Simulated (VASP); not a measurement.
# MgCd3Te4 in VASP: further runs

The runs below take MgCd3Te4 through single point, with PBE.

Everything below comes from runs of VASP 6.6.1. Logs are shortened: lines on timing, memory, paths and dates and some standing lists are left out, and cuts for length are marked.

## Step 1: The cell of the first run

It takes space group I-42m (No. 121, tetragonal). The conventional cell has a = 6.591 Å, b = 6.591 Å, c = 13.181 Å, α = 90.00°, β = 90.00°, γ = 90.00°. Mg (site symmetry -42m) has 4 Te at 2.82 Å within 3.7 Å. Within 3.8 Å of Cd (site symmetry -4) lie 4 Te at 2.86 Å. Within 3.8 Å of Cd (site symmetry -42m) lie 4 Te at 2.87 Å. Within 3.7 Å of Te (site symmetry m) lie 1 Mg at 2.82 Å and 3 Cd at 2.86 to 2.87 Å.

## Step 2: Single point, PBE

The input, INCAR:

```
SYSTEM = MgCd3Te4
PREC = Accurate
ENCUT = 520
EDIFF = 1E-7
ISMEAR = 0
SIGMA = 0.1
LREAL = .FALSE.
LASPH = .TRUE.
NELM = 60
ALGO = Normal
ISIF = 2
LWAVE = .FALSE.
LCHARG = .FALSE.
GGA = PE
NBANDS = 41
```

The input, KPOINTS:

```
regular mesh
0
G
  2 2 2
  0 0 0
```

The input, POSCAR:

```
MgCd3Te4
1.0
    6.5906455909      0.0000000000      0.0000000000
    0.0000000000      6.5906455909      0.0000000000
   -3.2953227955     -3.2953227955      6.5904730229
Mg Cd Te
1 3 4
Direct
    0.0000000000      0.0000000000      0.0000000000
    0.2500000000      0.7500000000      0.5000000000
    0.5000000000      0.5000000000      0.0000000000
    0.7500000000      0.2500000000      0.5000000000
    0.3706408876      0.8766016996      0.2472425873
    0.6293591124      0.6293591124      0.7527574127
    0.8766016996      0.3706408876      0.2472425873
    0.1233983004      0.1233983004      0.7527574127
```

Potentials or basis: VASP PAW PBE potentials, release 64 (Mg, Cd, Te).

Launch:

```sh
cat potpaw_PBE.64/Mg/POTCAR potpaw_PBE.64/Cd/POTCAR potpaw_PBE.64/Te/POTCAR > POTCAR
mpirun -np 1 vasp_std > vasp.out
```

OUTCAR:

```text
SYSTEM = MgCd3Te4
   PREC = Accurate
   ENCUT = 520
   EDIFF = 1E-7
   ISMEAR = 0
   LREAL = .FALSE.
   LASPH = .TRUE.
   NELM = 60
   ISIF = 2
   GGA = PE

 ion  position               nearest neighbor table
   1  0.000  0.000  0.000-   6 2.82   5 2.82   7 2.82   8 2.82
   2  0.250  0.750  0.500-   5 2.86   8 2.86   6 2.86   7 2.86
   3  0.500  0.500  0.000-   8 2.87   7 2.87   5 2.87   6 2.87
   4  0.750  0.250  0.500-   7 2.86   8 2.86   6 2.86   5 2.86
   5  0.371  0.877  0.247-   1 2.82   2 2.86   4 2.86   3 2.87
   6  0.629  0.629  0.753-   1 2.82   2 2.86   4 2.86   3 2.87
   7  0.877  0.371  0.247-   1 2.82   4 2.86   2 2.86   3 2.87
   8  0.123  0.123  0.753-   1 2.82   2 2.86   4 2.86   3 2.87

  LATTYP: Found a body centered tetragonal cell.
 ALAT       =     6.5906455909
 C/A-ratio  =     1.9999476324

  Lattice vectors:

 A1 = (   3.2953227955,  -3.2953227954,  -6.5904730229)
 A2 = (  -3.2953227954,   3.2953227955,  -6.5904730229)
 A3 = (   3.2953227954,   3.2953227954,   6.5904730229)

Analysis of symmetry for initial positions (statically):
=====================================================================
 Subroutine PRICEL returns:
 Original cell was already a primitive cell.

 Routine SETGRP: Setting up the symmetry group for a
 body centered tetragonal supercell.

 Subroutine GETGRP returns: Found  8 space group operations
 (whereof  8 operations were pure point group operations)
 out of a pool of 16 trial point group operations.

The static configuration has the point symmetry D_2d.

Analysis of symmetry for dynamics (positions and initial velocities):
=====================================================================
 Subroutine PRICEL returns:
 Original cell was already a primitive cell.

 Routine SETGRP: Setting up the symmetry group for a
 body centered tetragonal supercell.

 Subroutine GETGRP returns: Found  8 space group operations
 (whereof  8 operations were pure point group operations)
 out of a pool of 16 trial point group operations.

The dynamic configuration has the point symmetry D_2d.

 Subroutine INISYM returns: Found  8 space group operations
 (whereof  8 operations are pure point group operations),
 and found     1 'primitive' translations

----------------------------------------------------------------------------------------

                                     Primitive cell

  volume of cell :     286.2678

  direct lattice vectors                    reciprocal lattice vectors
     6.590645591  0.000000000  0.000000000     0.151730204  0.000000000  0.075867088
     0.000000000  6.590645591  0.000000000     0.000000000  0.151730204  0.075867088
    -3.295322796 -3.295322796  6.590473023     0.000000000  0.000000000  0.151734177

  length of vectors
     6.590645591  6.590645591  8.071718486     0.169640414  0.169640414  0.151734177

  position of ions in fractional coordinates (direct lattice)
     0.000000000  0.000000000  0.000000000
     0.250000000  0.750000000  0.500000000
     0.500000000  0.500000000  0.000000000
     0.750000000  0.250000000  0.500000000
     0.370640888  0.876601700  0.247242587
     0.629359112  0.629359112  0.752757413
     0.876601700  0.370640888  0.247242587
     0.123398300  0.123398300  0.752757413

  ion indices of the primitive-cell ions
   primitive index   ion index
                 1           1
                 2           2
                 3           3
                 4           4
                 5           5
                 6           6
                 7           7
                 8           8

----------------------------------------------------------------------------------------

 KPOINTS: regular mesh

Automatic generation of k-mesh.
 Grid dimensions read from file:
 generate k-points for:    2    2    2

 Generating k-lattice:

  Cartesian coordinates                     Fractional coordinates (reciprocal lattice)
     0.075865102  0.000000000  0.037933544     0.500000000  0.000000000 -0.000000000
     0.000000000  0.075865102  0.037933544     0.000000000  0.500000000 -0.000000000
     0.000000000  0.000000000  0.075867088     0.000000000  0.000000000  0.500000000

  Length of vectors
     0.084820207  0.084820207  0.075867088

  Shift w.r.t. Gamma in fractional coordinates (k-lattice)
     0.000000000  0.000000000  0.000000000

 Subroutine IBZKPT returns following result:
 ===========================================

 Found      4 irreducible k-points:

 Following reciprocal coordinates:
            Coordinates               Weight
  0.000000  0.000000  0.000000      1.000000
  0.500000  0.000000  0.000000      4.000000
  0.500000  0.500000  0.000000      2.000000
  0.000000  0.000000  0.500000      1.000000
   k-points           NKPTS =      4   k-points in BZ     NKDIM =      4   number of bands    NBANDS=     41
   number of dos      NEDOS =    301   number of ions     NIONS =      8
   total plane-waves  NPLWV = 150000
   dimension x,y,z NGX =    50 NGY =   50 NGZ =   60
   dimension x,y,z NGXF=   100 NGYF=  100 NGZF=  120
   ions per type =               1   3   4
   NGX,Y,Z   is equivalent  to a cutoff of  12.61, 12.61, 12.36 a.u.
   NGXF,Y,Z  is equivalent  to a cutoff of  25.22, 25.22, 24.72 a.u.
 SYSTEM =  MgCd3Te4
   PREC   = accura    normal or accurate (medium, high low for compatibility)
   ISTART =      0    job   : 0-new  1-cont  2-samecut
   ICHARG =      2    charge: 1-file 2-atom 10-const
   ISPIN  =      1    spin polarized calculation?
   LNONCOLLINEAR =      F non collinear calculations
   LSORBIT =      F    spin-orbit coupling
   LASPH  =      T    aspherical Exc in radial PAW
   ENCUT  =  520.0 eV  38.22 Ry    6.18 a.u.  12.25 12.25 15.01*2*pi/ulx,y,z
   NELM   =     60;   NELMIN=  2; NELMDL= -5     # of ELM steps
   EDIFF  = 0.1E-06   stopping-criterion for ELM
   LREAL  =      F    real-space projection
   EDIFFG = 0.1E-05   stopping-criterion for IOM
   NSW    =      0    number of steps for IOM
   IBRION =     -1    ionic relax: 0-MD 1-quasi-New 2-CG
   NFREE  =      0    steps in history (QN), initial steepest desc. (CG)
   ISIF   =      2    stress and relaxation
   ISYM   =      2    0-nonsym 1-usesym 2-fastsym
   POTIM  = 0.5000    time-step for ionic-motion
   TEBEG  =    0.0;   TEEND  =   0.0 temperature during run
   PSTRESS=    0.0 pullay stress
   NELECT =      62.0000    total number of electrons
   NUPDOWN=      -1.0000    fix difference up-down
   EMIN   =  10.00;   EMAX   =-10.00  energy-range for DOS
   EFERMI =   0.00;   METHOD = LEGACY
   ISMEAR =     0;   SIGMA  =   0.10  broadening in eV -4-tet -1-fermi 0-gaus
   EFERMI_NEDOS =   21; number of points for ismear=-14 and -15
   IALGO  =     38    algorithm
   IMIX   =      4    mixing-type and parameters
     AMIX     =   0.40;   BMIX     =  1.00
     AMIX_MAG =   1.60;   BMIX_MAG =  1.00
  volume/ion in A,a.u.               =      35.78       241.48
  Fermi-wavevector in a.u.,A,eV,Ry     =   0.983138  1.857862 13.150856  0.966561
  Thomas-Fermi vector in A             =   2.114274
   LORBIT       =      0    0 simple, 1 ext, 2 COOP (PROOUT), +10 PAW based schemes
   GGA     = PE    functional components
   LHFCALC =     F    Hartree Fock is set to
   AEXX    =    0.0000 exact exchange contribution
   IVDW    =     0    specifies the selected vdW correction
   LEPSILON=     F    determine dielectric tensor
   LRPA    =     F    only Hartree local field effects (RPA)
 non-spin polarized calculation
 Gauss-broadening in eV      SIGMA  =   0.10
  energy-cutoff  :      520.00
  volume of cell :      286.27
 maximum number of plane-waves:      7776
 NGX is ok and might be reduce to    50
   NGX = 25   NGY = 25   NGZ = 31

 number of electron      62.0000006 magnetization

 Free energy of the ion-electron system (eV)
  ---------------------------------------------------
  ext. energy  EPLUGINS =         0.00000000
  ---------------------------------------------------
  free energy    TOTEN  =       -20.66470300 eV

  energy without entropy =      -20.66470300  energy(sigma->0) =      -20.66470300

 E-fermi :   2.2717     XC(G=0):  -8.1716

 val. band max:        1.7900771678   @ k =   0.0000   0.0000   0.0000
 cond. band min:       2.7942385203   @ k =   0.0000   0.0000   0.0000
 fundamental gap:      1.0041613526
 Fermi energy:         2.2716675960

 k-point     1 :       0.0000    0.0000    0.0000
  band No.  band energies     occupation
      1      -8.8551      2.00000
      2      -8.3542      2.00000
      3      -8.3542      2.00000
      4      -8.3532      2.00000
      5      -6.1618      2.00000
      6      -6.1618      2.00000
[... 33 lines left out ...]
     40       6.6187      0.00000
     41       6.6187      0.00000

 k-point     2 :       0.5000    0.0000    0.0000
  band No.  band energies     occupation
      1      -8.5862      2.00000
      2      -8.5456      2.00000
      3      -8.3894      2.00000
      4      -8.3864      2.00000
      5      -6.1405      2.00000
      6      -6.1311      2.00000
[... 33 lines left out ...]
     40       7.2312      0.00000
     41       7.3669      0.00000

 k-point     3 :       0.5000    0.5000    0.0000
  band No.  band energies     occupation
      1      -8.5110      2.00000
      2      -8.4654      2.00000
      3      -8.4591      2.00000
      4      -8.4578      2.00000
      5      -6.1402      2.00000
      6      -6.1384      2.00000
[... 33 lines left out ...]
     40       7.1492      0.00000
     41       7.1632      0.00000

 k-point     4 :       0.0000    0.0000    0.5000
  band No.  band energies     occupation
      1      -8.6261      2.00000
      2      -8.5794      2.00000
      3      -8.3530      2.00000
      4      -8.3530      2.00000
      5      -6.1352      2.00000
      6      -6.1352      2.00000
[... 33 lines left out ...]
     40       8.1914      0.00000
     41       8.1914      0.00000

------------------------ aborting loop because EDIFF is reached ----------------------------------------

  FORCE on cell =-STRESS in cart. coord.  units (eV):
  Direction    XX          YY          ZZ          XY          YZ          ZX
  --------------------------------------------------------------------------------------
  -------------------------------------------------------------------------------------
  Total        0.2594290      0.2594290      0.0313221      0.0000000     -0.0000000     -0.0000000
  in kB        1.4519663      1.4519663      0.1753027      0.0000000     -0.0000000     -0.0000000
  external PRESSURE =       1.0264117 kB  Pullay stress =       0.0000000 kB

 VOLUME and BASIS-vectors are now :
 -----------------------------------------------------------------------------
  energy-cutoff  :      520.00
  volume of cell :      286.27
      direct lattice vectors                 reciprocal lattice vectors
     6.590645591  0.000000000  0.000000000     0.151730204  0.000000000  0.075867088
     0.000000000  6.590645591  0.000000000     0.000000000  0.151730204  0.075867088
    -3.295322796 -3.295322796  6.590473023     0.000000000  0.000000000  0.151734177

 POSITION                                       TOTAL-FORCE (eV/Angst)
 -----------------------------------------------------------------------------------
      0.00000      0.00000      0.00000         0.000000     -0.000000      0.000000
     -0.00000      3.29532      3.29524         0.000000     -0.000000      0.000000
      3.29532      3.29532      0.00000         0.000000     -0.000000      0.000000
      3.29532     -0.00000      3.29524         0.000000     -0.000000      0.000000
      1.62802      4.96263      1.62945        -0.006998      0.006998     -0.011010
      1.66730      1.66730      4.96103         0.006998      0.006998      0.011010
      4.96263      1.62802      1.62945         0.006998     -0.006998     -0.011010
     -1.66730     -1.66730      4.96103        -0.006998     -0.006998      0.011010
 -----------------------------------------------------------------------------------
    total drift:                                0.000011      0.000011     -0.000007

  FREE ENERGIE OF THE ION-ELECTRON SYSTEM (eV)
  ---------------------------------------------------
  free  energy   TOTEN  =       -20.6647029969 eV

  energy  without entropy=      -20.6647029969  energy(sigma->0) =      -20.66470300
```

Wall time 91 s (1 thread of Intel Xeon 6975P-C, shared host); peak memory 0.41 GiB.

Results:

| Item | Value |
| --- | --- |
| Free energy | -20.6647 eV |
| Pressure | 0.1 GPa |
| Largest force | 0.015 eV/Å |
| Band gap on the k mesh | 1.00 eV, direct |

Forces in eV/Å, atoms in the order of the input:
```
Mg   0.000  0.000  0.000
Cd   0.000  0.000  0.000
Cd   0.000  0.000  0.000
Cd   0.000  0.000  0.000
Te  -0.007  0.007 -0.011
Te   0.007  0.007  0.011
Te   0.007 -0.007 -0.011
Te  -0.007 -0.007  0.011
```

Levels at points of the mesh, in eV from the valence-band top:
| k point | band 29 | band 30 | band 31 | band 32 | band 33 | band 34 |
| --- | --- | --- | --- | --- | --- | --- |
| (0.00, 0.00, 0.00) | 0.00 | 0.00 | 0.00 | 1.00 | 2.77 | 2.79 |
| (0.50, 0.00, 0.00) | -1.18 | -0.72 | -0.58 | 3.09 | 3.15 | 3.66 |
| (0.50, 0.50, 0.00) | -0.62 | -0.54 | -0.51 | 1.87 | 2.18 | 3.18 |
| (0.00, 0.00, 0.50) | -0.96 | -0.80 | -0.80 | 2.57 | 2.68 | 2.78 |

Caveat: the k points lie up to 0.53 Å⁻¹ apart; spin-orbit coupling is left out, which moves the levels of the heavy elements.

## Step 3: Single point, PBE

The input, INCAR:

```
PREC = Accurate
ENCUT = 520
EDIFF = 1E-7
ISMEAR = 0
SIGMA = 0.1
LREAL = F
LASPH = T
NELM = 80
ALGO = Normal
ISIF = 2
LWAVE = F
LCHARG = F
GGA = PE
NBANDS = 41
```

The input, KPOINTS:

```
Automatic mesh
0
Gamma
  2 2 2
```

The input, POSCAR:

```
MgCd3Te4
1.0
    6.5991172309      0.0013470890      0.0129154357
    0.0014483267      6.6104405580      0.0023229697
   -3.2878881259     -3.3038295311      6.5500123213
Mg Cd Te
1 3 4
Direct
    0.0009472776      0.0002779075     -0.0003283411
    0.2486363574      0.7485610787      0.4997302704
    0.5016976875      0.5005688567      0.0005808251
    0.7480346622      0.2488788929      0.4997367645
    0.3700659198      0.8759494355      0.2470066766
    0.6299572311      0.6304340265      0.7529571571
    0.8764620641      0.3701673272      0.2474282050
    0.1241988002      0.1251624750      0.7528884424
```

Potentials or basis: VASP PAW PBE potentials, release 64 (Mg, Cd, Te).

Launch:

```sh
cat potpaw_PBE.64/Mg/POTCAR potpaw_PBE.64/Cd/POTCAR potpaw_PBE.64/Te/POTCAR > POTCAR
mpirun -np 1 vasp_std > vasp.out
```

Wall time 2.4 min (1 thread of Intel Xeon 6975P-C, shared host); peak memory 0.43 GiB.

It converged, with:

| Property | Result |
| --- | --- |
| Free energy | -20.6646 eV |
| Pressure | 0.1 GPa |
| Largest force | 0.021 eV/Å |
| Band gap on the k mesh | 0.99 eV, direct |

Forces in eV/Å, atoms in the order of the input:
```
Mg  -0.003 -0.001 -0.004
Cd   0.005  0.013  0.015
Cd  -0.006 -0.005 -0.009
Cd   0.015 -0.001  0.006
Te  -0.010  0.009 -0.006
Te   0.003  0.014  0.008
Te   0.004 -0.012 -0.016
Te  -0.009 -0.018  0.005
```

Stress tensor (GPa, compression positive):
```
 0.14  0.00 -0.07
 0.00  0.11 -0.01
-0.07 -0.01  0.12
```

Levels at points of the mesh, in eV from the valence-band top:
```tsv
k point	band 27	band 28	band 29	band 30	band 31	band 32	band 33	band 34	band 35	band 36
(0.00, 0.00, 0.00)	-1.57	-1.57	-0.03	-0.02	0.00	0.99	2.73	2.76	4.20	4.68
(0.50, 0.00, 0.00)	-1.26	-1.23	-1.21	-0.72	-0.58	3.10	3.15	3.63	4.02	4.17
(0.00, 0.50, 0.00)	-1.26	-1.22	-1.20	-0.73	-0.59	3.09	3.14	3.64	4.02	4.17
(0.50, 0.50, 0.00)	-0.71	-0.66	-0.65	-0.54	-0.54	1.86	2.17	3.15	3.59	5.10
(0.00, 0.00, 0.50)	-1.51	-0.99	-0.99	-0.83	-0.82	2.57	2.67	2.77	2.78	2.94
(0.50, 0.00, 0.50)	-1.25	-1.21	-1.19	-0.74	-0.59	3.07	3.15	3.67	4.02	4.16
(0.00, 0.50, 0.50)	-1.26	-1.22	-1.19	-0.74	-0.59	3.09	3.15	3.64	4.02	4.17
(0.50, 0.50, 0.50)	-0.70	-0.65	-0.65	-0.55	-0.53	1.86	2.17	3.16	3.59	5.10
```

Caveat: the k points lie up to 0.53 Å⁻¹ apart; spin-orbit coupling is left out, which moves the levels of the heavy elements.
